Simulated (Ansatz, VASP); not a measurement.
Two plane-wave programs on Se

```xyz
1
Lattice="2.7186 0.0000 0.0401 0.0000 4.1109 0.0000 -0.0361 0.0000 2.5647" Properties=species:S:1:pos:R:3 pbc="T T T"
Se   -0.0180    2.0554    1.2823
```

Alike in both runs: functional PBE; k mesh 8 × 4 × 6; occupations gaussian, width 0.1 eV; no spin polarisation.

Ansatz relaxed the structure, and its values are those at the end. VASP's run is a single point on that final structure, the one shown.

```csv
,VASP,Ansatz
version,VASP 6.6.1,Ansatz 0.2.0
potentials or method,"VASP PAW PBE potentials, release 64 (Se), cutoff 520 eV","scalar-relativistic, plane waves, PAW"
valence electrons in the cell,6,16
```

|  | VASP | Ansatz | Ansatz less VASP |
| --- | --- | --- | --- |
| gap on the k mesh at the Fermi level (eV) | none | none | - |
| pressure (GPa) | 0.1 | 0.1 | -0.03 |

A gap of «none» marks a metal or a gap that the smearing closes. With one functional, cell and mesh, what is left measures potentials, basis and numerics. VASP's potentials hold 6 valence electrons a cell and Ansatz's 16, so a difference there can come from the potentials and not from the codes.

The k mesh is coarse, so the values compare programs but aren't converged.
